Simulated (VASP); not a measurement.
# Pb (Im-3m) in VASP: a series of runs

Pb is run at these levels: PBEsol, revPBE+D3(BJ), LDA; tasks: single point.

Everything below comes from runs of VASP 6.6.1. Logs are shortened: lines on timing, memory, paths and dates and some standing lists are left out, and cuts for length are marked.

## Step 1: The cell of the first run

It takes space group Im-3m (No. 229, cubic). The conventional cell has a = 3.933 Å, b = 3.933 Å, c = 3.933 Å, α = 90.00°, β = 90.00°, γ = 90.00°. Pb (site symmetry m-3m) has 14 Pb at 3.41 to 3.93 Å within 4.5 Å.

## Step 2: Single point, PBEsol (volume scaled by 0.98)

File INCAR:

```
SYSTEM = Pb
PREC = Accurate ; ENCUT = 520
EDIFF = 1E-7 ; ISMEAR = -1
SIGMA = 0.05 ; LREAL = .False.
LASPH = .True. ; NELM = 60
ALGO = Normal ; ISIF = 2
LWAVE = .False. ; LCHARG = .False.
GGA = PS ; NBANDS = 13
```

File KPOINTS:

```
Automatic mesh
0
Gamma
  9 9 9
  0 0 0
```

File POSCAR:

```
Pb
1.0
   -1.9663728605      1.9663728605      1.9663728605
    1.9663728605     -1.9663728605      1.9663728605
    1.9663728605      1.9663728605     -1.9663728605
Pb
1
Direct
    0.0000000000      0.0000000000      0.0000000000
```

Potentials or basis: VASP PAW PBE potentials, release 64 (Pb_d).

On the command line:

```bash
> cat potpaw_PBE.64/Pb_d/POTCAR > POTCAR
> mpirun -np 1 vasp_std > vasp.out
```

OUTCAR:

```text
SYSTEM = Pb
   PREC = Accurate
   ENCUT = 520
   EDIFF = 1E-7
   ISMEAR = -1
   LREAL = .False.
   LASPH = .True.
   NELM = 60
   ISIF = 2
   GGA = PS

 ion  position               nearest neighbor table
   1  0.000  0.000  0.000-

  LATTYP: Found a body centered cubic cell.
 ALAT       =     3.9327457210

  Lattice vectors:

 A1 = (  -1.9663728605,   1.9663728605,   1.9663728605)
 A2 = (   1.9663728605,  -1.9663728605,   1.9663728605)
 A3 = (   1.9663728605,   1.9663728605,  -1.9663728605)

Analysis of symmetry for initial positions (statically):
=====================================================================
 Subroutine PRICEL returns:
 Original cell was already a primitive cell.

 Routine SETGRP: Setting up the symmetry group for a
 body centered cubic supercell.

 Subroutine GETGRP returns: Found 48 space group operations
 (whereof 48 operations were pure point group operations)
 out of a pool of 48 trial point group operations.

The static configuration has the point symmetry O_h .

Analysis of symmetry for dynamics (positions and initial velocities):
=====================================================================
 Subroutine PRICEL returns:
 Original cell was already a primitive cell.

 Routine SETGRP: Setting up the symmetry group for a
 body centered cubic supercell.

 Subroutine GETGRP returns: Found 48 space group operations
 (whereof 48 operations were pure point group operations)
 out of a pool of 48 trial point group operations.

The dynamic configuration has the point symmetry O_h .

 Subroutine INISYM returns: Found 48 space group operations
 (whereof 48 operations are pure point group operations),
 and found     1 'primitive' translations

----------------------------------------------------------------------------------------

                                     Primitive cell

  volume of cell :      30.4129

  direct lattice vectors                    reciprocal lattice vectors
    -1.966372860  1.966372860  1.966372860     0.000000000  0.254275275  0.254275275
     1.966372860 -1.966372860  1.966372860     0.254275275  0.000000000  0.254275275
     1.966372860  1.966372860 -1.966372860     0.254275275  0.254275275  0.000000000

  length of vectors
     3.405857701  3.405857701  3.405857701     0.359599543  0.359599543  0.359599543

  position of ions in fractional coordinates (direct lattice)
     0.000000000  0.000000000  0.000000000

  ion indices of the primitive-cell ions
   primitive index   ion index
                 1           1

----------------------------------------------------------------------------------------

 KPOINTS: Automatic mesh

Automatic generation of k-mesh.
 Grid dimensions read from file:
 generate k-points for:    9    9    9

 Generating k-lattice:

  Cartesian coordinates                     Fractional coordinates (reciprocal lattice)
     0.000000000  0.028252808  0.028252808     0.111111111  0.000000000  0.000000000
     0.028252808  0.000000000  0.028252808     0.000000000  0.111111111  0.000000000
     0.028252808  0.028252808  0.000000000     0.000000000  0.000000000  0.111111111

  Length of vectors
     0.039955505  0.039955505  0.039955505

  Shift w.r.t. Gamma in fractional coordinates (k-lattice)
     0.000000000  0.000000000  0.000000000

 Subroutine IBZKPT returns following result:
 ===========================================

 Found     35 irreducible k-points:

 Following reciprocal coordinates:
            Coordinates               Weight
  0.000000  0.000000  0.000000      1.000000
  0.111111  0.000000  0.000000     12.000000
  0.222222  0.000000  0.000000     12.000000
  0.333333  0.000000  0.000000     12.000000
  0.444444  0.000000  0.000000     12.000000
  0.111111  0.111111  0.000000     24.000000
[... 16 lines left out ...]
 -0.333333  0.444444  0.111111     48.000000
 -0.444444 -0.444444  0.111111     24.000000
 [... further k-points ...]
   k-points           NKPTS =     35   k-points in BZ     NKDIM =     35   number of bands    NBANDS=     13
   number of dos      NEDOS =    301   number of ions     NIONS =      1
   total plane-waves  NPLWV =  21952
   dimension x,y,z NGX =    28 NGY =   28 NGZ =   28
   dimension x,y,z NGXF=    56 NGYF=   56 NGZF=   56
   ions per type =               1
   NGX,Y,Z   is equivalent  to a cutoff of  13.67, 13.67, 13.67 a.u.
   NGXF,Y,Z  is equivalent  to a cutoff of  27.33, 27.33, 27.33 a.u.
 SYSTEM =  Pb
   PREC   = accura    normal or accurate (medium, high low for compatibility)
   ISTART =      0    job   : 0-new  1-cont  2-samecut
   ICHARG =      2    charge: 1-file 2-atom 10-const
   ISPIN  =      1    spin polarized calculation?
   LNONCOLLINEAR =      F non collinear calculations
   LSORBIT =      F    spin-orbit coupling
   LASPH  =      T    aspherical Exc in radial PAW
   ENCUT  =  520.0 eV  38.22 Ry    6.18 a.u.   6.33  6.33  6.33*2*pi/ulx,y,z
   NELM   =     60;   NELMIN=  2; NELMDL= -5     # of ELM steps
   EDIFF  = 0.1E-06   stopping-criterion for ELM
   LREAL  =      F    real-space projection
   EDIFFG = 0.1E-05   stopping-criterion for IOM
   NSW    =      0    number of steps for IOM
   IBRION =     -1    ionic relax: 0-MD 1-quasi-New 2-CG
   NFREE  =      0    steps in history (QN), initial steepest desc. (CG)
   ISIF   =      2    stress and relaxation
   ISYM   =      2    0-nonsym 1-usesym 2-fastsym
   POTIM  = 0.5000    time-step for ionic-motion
   TEBEG  =    0.0;   TEEND  =   0.0 temperature during run
   PSTRESS=    0.0 pullay stress
   NELECT =      14.0000    total number of electrons
   NUPDOWN=      -1.0000    fix difference up-down
   EMIN   =  10.00;   EMAX   =-10.00  energy-range for DOS
   EFERMI =   0.00;   METHOD = LEGACY
   ISMEAR =    -1;   SIGMA  =   0.05  broadening in eV -4-tet -1-fermi 0-gaus
   EFERMI_NEDOS =   21; number of points for ismear=-14 and -15
   IALGO  =     38    algorithm
   IMIX   =      4    mixing-type and parameters
     AMIX     =   0.40;   BMIX     =  1.00
     AMIX_MAG =   1.60;   BMIX_MAG =  1.00
  volume/ion in A,a.u.               =      30.41       205.24
  Fermi-wavevector in a.u.,A,eV,Ry     =   1.264052  2.388712 21.739766  1.597828
  Thomas-Fermi vector in A             =   2.397377
   LORBIT       =      0    0 simple, 1 ext, 2 COOP (PROOUT), +10 PAW based schemes
   GGA     = PS    functional components
   LHFCALC =     F    Hartree Fock is set to
   AEXX    =    0.0000 exact exchange contribution
   IVDW    =     0    specifies the selected vdW correction
   LEPSILON=     F    determine dielectric tensor
   LRPA    =     F    only Hartree local field effects (RPA)
 non-spin polarized calculation
  energy-cutoff  :      520.00
  volume of cell :       30.41
 maximum number of plane-waves:       836
 NGX is ok and might be reduce to    28
   NGX = 13   NGY = 13   NGZ = 13

 number of electron      14.0000004 magnetization

 Free energy of the ion-electron system (eV)
  ---------------------------------------------------
  ext. energy  EPLUGINS =         0.00000000
  ---------------------------------------------------
  free energy    TOTEN  =        -3.94550296 eV

  energy without entropy =       -3.94081483  energy(sigma->0) =       -3.94315890

 E-fermi :   7.1036     XC(G=0): -10.3328

 val. band max:        6.9792365082   @ k =   0.3333   0.2222  -0.0000
 cond. band min:       7.2288536730   @ k =   0.2222   0.2222   0.1111
 fundamental gap:      0.2496171648
 Fermi energy:         7.1036211728

 k-point     1 :       0.0000    0.0000    0.0000
  band No.  band energies     occupation
      1      -9.9886      2.00000
      2      -9.9886      2.00000
      3      -9.9886      2.00000
      4      -9.7479      2.00000
      5      -9.7479      2.00000
      6      -4.6880      2.00000
      7      14.6764      0.00000
      8      14.6764      0.00000
      9      14.6764      0.00000
     10      18.1700      0.00000
     11      18.1700      0.00000
     12      18.1700      0.00000
     13      18.8737      0.00000

 k-point     2 :       0.1111    0.0000    0.0000
  band No.  band energies     occupation
      1      -9.9986      2.00000
      2      -9.9769      2.00000
      3      -9.9451      2.00000
      4      -9.7589      2.00000
      5      -9.7490      2.00000
      6      -4.4371      2.00000
      7      12.4385      0.00000
      8      13.8917      0.00000
      9      14.3370      0.00000
     10      16.9437      0.00000
     11      17.6210      0.00000
     12      18.0223      0.00000
     13      20.0326      0.00000

 k-point     3 :       0.2222    0.0000    0.0000
  band No.  band energies     occupation
      1     -10.0239      2.00000
      2      -9.9591      2.00000
      3      -9.8328      2.00000
      4      -9.7782      2.00000
      5      -9.7512      2.00000
      6      -3.6866      2.00000
      7       8.9845      0.00000
      8      12.4662      0.00000
      9      13.5121      0.00000
     10      15.7414      0.00000
     11      16.8541      0.00000
     12      18.4530      0.00000
     13      20.6479      0.00000
[... 305 lines left out ...]
 k-point    23 :      -0.3333    0.4444    0.1111
  band No.  band energies     occupation
      1      -9.9807      2.00000
      2      -9.9234      2.00000
      3      -9.8188      2.00000
      4      -9.7856      2.00000
      5      -9.6631      2.00000
      6      -1.1848      2.00000
      7       5.0325      2.00000
      8       8.1262      0.00000
      9      11.7698      0.00000
     10      15.6148      0.00000
     11      16.6643      0.00000
     12      19.8011      0.00000
     13      20.0948      0.00000

 k-point    24 :      -0.4444   -0.4444    0.1111
  band No.  band energies     occupation
      1      -9.9870      2.00000
      2      -9.9326      2.00000
      3      -9.8304      2.00000
      4      -9.7672      2.00000
      5      -9.6266      2.00000
      6      -0.3432      2.00000
      7       3.8002      2.00000
      8       7.7407      0.00001
      9      11.6510      0.00000
     10      15.9215      0.00000
     11      17.3443      0.00000
     12      18.1109      0.00000
     13      19.9179      0.00000

 [... further k-points ...]
[... 5 lines left out ...]
  --------------------------------------------------------------------------------------
  -------------------------------------------------------------------------------------
  Total       -0.2322325     -0.2322325     -0.2322325     -0.0000000     -0.0000000     -0.0000000
  in kB      -12.2342100    -12.2342100    -12.2342100     -0.0000000     -0.0000000     -0.0000000
  external PRESSURE =     -12.2342100 kB  Pullay stress =       0.0000000 kB

 VOLUME and BASIS-vectors are now :
 -----------------------------------------------------------------------------
  energy-cutoff  :      520.00
  volume of cell :       30.41
      direct lattice vectors                 reciprocal lattice vectors
    -1.966372860  1.966372860  1.966372860     0.000000000  0.254275275  0.254275275
     1.966372860 -1.966372860  1.966372860     0.254275275  0.000000000  0.254275275
     1.966372860  1.966372860 -1.966372860     0.254275275  0.254275275  0.000000000

 POSITION                                       TOTAL-FORCE (eV/Angst)
 -----------------------------------------------------------------------------------
      0.00000      0.00000      0.00000         0.000000      0.000000      0.000000
 -----------------------------------------------------------------------------------
    total drift:                               -0.000000     -0.000000     -0.000000

  FREE ENERGIE OF THE ION-ELECTRON SYSTEM (eV)
  ---------------------------------------------------
  free  energy   TOTEN  =        -3.9455029638 eV

  energy  without entropy=       -3.9408148326  energy(sigma->0) =       -3.94315890
```

Run time: 17 s. Hardware: 1 thread of Intel Xeon 8259CL, shared host; peak memory 0.16 GiB.

What came out:

```
Free energy            : -3.9455 eV
Pressure               : -1.2 GPa
Band gap on the k mesh : zero (band 7 reaches 14.68 eV, above the bottom of band 8 at 5.00 eV)
```

Levels at points of the mesh, in eV from the Fermi level:
```tsv
k point	band 4	band 5	band 6	band 7	band 8	band 9	band 10	band 11
(0.00, 0.00, 0.00)	-16.85	-16.85	-11.79	7.57	7.57	7.57	11.07	11.07
```

Caveat: the cell differs from its parent crystal (volume scaled by 0.98); the PAW data sets were made with another functional, which shifts forces and pressure a little; spin-orbit coupling is left out, which moves the levels of the heavy elements.

## Step 3: Single point, revPBE+D3(BJ), collinear spin, zero start (volume scaled by 1.15)

File INCAR:

```
SYSTEM = Pb
PREC = Accurate ; ENCUT = 520
EDIFF = 1E-7 ; ISMEAR = 1
SIGMA = 0.05 ; LREAL = .FALSE.
LASPH = .TRUE. ; NELM = 150
ALGO = Normal ; ISIF = 2
LWAVE = .FALSE. ; LCHARG = .FALSE.
ISPIN = 2 ; MAGMOM = 0
LORBIT = 11 ; GGA = RE
IVDW = 12 ; NBANDS = 17
```

File KPOINTS:

```
regular mesh
0
G
  8 8 8
  0 0 0
```

File POSCAR:

```
Pb
1.0
   -2.0740686469      2.0740686469      2.0740686469
    2.0740686469     -2.0740686469      2.0740686469
    2.0740686469      2.0740686469     -2.0740686469
Pb
1
Direct
    0.0000000000      0.0000000000      0.0000000000
```

Potentials or basis: VASP PAW PBE potentials, release 64 (Pb_d).

On the command line:

```bash
> cat potpaw_PBE.64/Pb_d/POTCAR > POTCAR
> mpirun -np 1 vasp_std > vasp.out
```

Run time: 62 s. Hardware: 1 thread of AMD EPYC 7R13, shared host; peak memory 0.16 GiB.

It converged, with:

```yaml
Free_energy: -3.8836 eV
Pressure: 3.7 GPa
Band_gap_on_the_k_mesh: zero (filled and empty bands overlap)
Net_moment: 0.00 μB per cell
Valence_electrons_inside_the_program's_atomic_spheres: Pb 11.89
Dispersion_energy_per_atom: -0.680 eV
```

Levels at points of the mesh, in eV from the Fermi level:
Spin up:
```tsv
k point	band 3	band 4	band 5	band 6	band 7	band 8	band 9	band 10	band 11	band 12
(0.00, 0.00, 0.00)	-17.09	-16.94	-16.94	-10.76	6.32	6.32	6.32	9.53	10.81	10.81
(0.50, 0.00, 0.00)	-16.95	-16.95	-16.85	-7.81	-3.33	2.99	4.62	6.68	8.25	12.72
(0.50, 0.50, 0.50)	-16.87	-16.87	-16.87	-5.81	-0.21	-0.21	-0.21	4.40	4.40	15.76
```
Spin down:
```
           k point  band 5  band 6  band 7  band 8  band 9  band 10
(0.00, 0.00, 0.00)  -16.94  -10.76    6.32    6.32    6.32     9.53
(0.50, 0.00, 0.00)  -16.85   -7.81   -3.33    2.99    4.62     6.68
(0.50, 0.50, 0.50)  -16.87   -5.81   -0.21   -0.21   -0.21     4.40
```

Caveat: the cell differs from its parent crystal (volume scaled by 1.15); three body term missing; the PAW data sets were made with another functional, which shifts forces and pressure a little; spin-orbit coupling is left out, which moves the levels of the heavy elements; pairwise dispersion overbinds metals, which lowers pressure and volume.

## Step 4: Single point, LDA

This run uses another cell than the first one, of 31.03 Å³/atom, 1.020 times its volume.

File INCAR:

```
PREC     = Accurate       # precision mode
ENCUT    = 520            # plane-wave cutoff, eV
EDIFF    = 1E-7           # SCF threshold, eV
ISMEAR   = 0              # smearing method
SIGMA    = 0.1            # smearing width, eV
LREAL    = F              # projectors in reciprocal space
LASPH    = T              # aspherical terms in the spheres
NELM     = 100            # most SCF steps
ALGO     = Normal         # electronic algorithm
ISIF     = 2              # what is computed and relaxed
LWAVE    = F              # write WAVECAR
LCHARG   = F              # write CHGCAR
GGA      = CA             # functional
NBANDS   = 13             # bands
```

File KPOINTS:

```
regular mesh
0
Gamma
  9 9 9
```

File POSCAR:

```
Pb
1.0
   -1.9796595667      1.9796595667      1.9796595667
    1.9796595667     -1.9796595667      1.9796595667
    1.9796595667      1.9796595667     -1.9796595667
Pb
1
Direct
    0.0000000000      0.0000000000      0.0000000000
```

Potentials or basis: VASP PAW LDA potentials, release 64 (Pb_d).

On the command line:

```bash
> cat potpaw_LDA.64/Pb_d/POTCAR > POTCAR
> mpirun -np 1 vasp_std > vasp.out
```

Run time: 7.4 s. Hardware: 1 thread of Intel Xeon 6975P-C, shared host; peak memory 0.15 GiB.

The run converged. Its results:

```
Free energy            : -4.1801 eV
Pressure               : -3.4 GPa
Band gap on the k mesh : zero (band 7 reaches 14.10 eV, above the bottom of band 8 at 4.75 eV)
```

Levels at points of the mesh, in eV from the Fermi level:
```tsv
k point	band 4	band 5	band 6	band 7	band 8	band 9	band 10	band 11
(0.00, 0.00, 0.00)	-16.88	-16.88	-11.66	7.31	7.31	7.31	11.08	11.08
```

Caveat: spin-orbit coupling is left out, which moves the levels of the heavy elements.

## Step 5: Single point, PBEsol

This run uses another cell than the first one, of 31.03 Å³/atom, 1.020 times its volume.

File INCAR:

```
SYSTEM = Pb
PREC = Accurate ; ENCUT = 520
EDIFF = 1E-6 ; ISMEAR = 0
SIGMA = 0.02 ; LREAL = .False.
LASPH = .True. ; NELM = 100
ALGO = Fast ; ISIF = 2
LWAVE = .False. ; LCHARG = .False.
GGA = PS ; NBANDS = 13
```

File KPOINTS:

```
regular mesh
0
Gamma
  9 9 9
  0 0 0
```

POSCAR is that of step 4.

Potentials or basis: VASP PAW PBE potentials, release 64 (Pb_d).

On the command line:

```bash
> cat potpaw_PBE.64/Pb_d/POTCAR > POTCAR
> mpirun -np 1 vasp_std > vasp.out
```

Wall time 10 s (1 thread of Intel Xeon 6975P-C, shared host); peak memory 0.16 GiB.

It converged, with:

| Quantity | Value |
| --- | --- |
| Free energy | -3.9377 eV |
| Pressure | -2.1 GPa |
| Band gap on the k mesh | zero (band 7 reaches 14.27 eV, above the bottom of band 8 at 4.83 eV) |

Levels at points of the mesh, in eV from the Fermi level:
```tsv
k point	band 5	band 6	band 7	band 8	band 9	band 10
(0.00, 0.00, 0.00)	-16.93	-11.73	7.32	7.32	7.32	10.96
```

Caveat: the PAW data sets were made with another functional, which shifts forces and pressure a little; spin-orbit coupling is left out, which moves the levels of the heavy elements.

## Step 6: Summary

| level | potentials or basis | spin | cell | k mesh | smearing | gap on the mesh (eV) | pressure (GPa) |
| --- | --- | --- | --- | --- | --- | --- | --- |
| PBEsol | VASP PAW PBE potentials, release 64 (Pb_d) | off | a = 3.406 Å, angles 109.5°, 1 atom | 9 × 9 × 9 | fermi-dirac 0.05 eV | none | -1.2 |
| revPBE+D3(BJ) | VASP PAW PBE potentials, release 64 (Pb_d) | collinear, zero start | a = 3.592 Å, angles 109.5°, 1 atom | 8 × 8 × 8 | methfessel-paxton 0.05 eV | none | 3.7 |
| LDA | VASP PAW LDA potentials, release 64 (Pb_d) | off | a = 3.429 Å, angles 109.5°, 1 atom | 9 × 9 × 9 | gaussian 0.1 eV | none | -3.4 |
| PBEsol | VASP PAW PBE potentials, release 64 (Pb_d) | off | a = 3.429 Å, angles 109.5°, 1 atom | 9 × 9 × 9 | gaussian 0.02 eV | none | -2.1 |

Alike in all rows: task single point; cutoff (eV) 520.

Caveats: spin-orbit coupling is left out, which moves the levels of the heavy elements; the PAW data sets were made with another functional, which shifts forces and pressure a little (some runs); three body term missing (some runs); pairwise dispersion overbinds metals, which lowers pressure and volume (some runs).

Absolute energies hang on the potentials; compare differences alone.
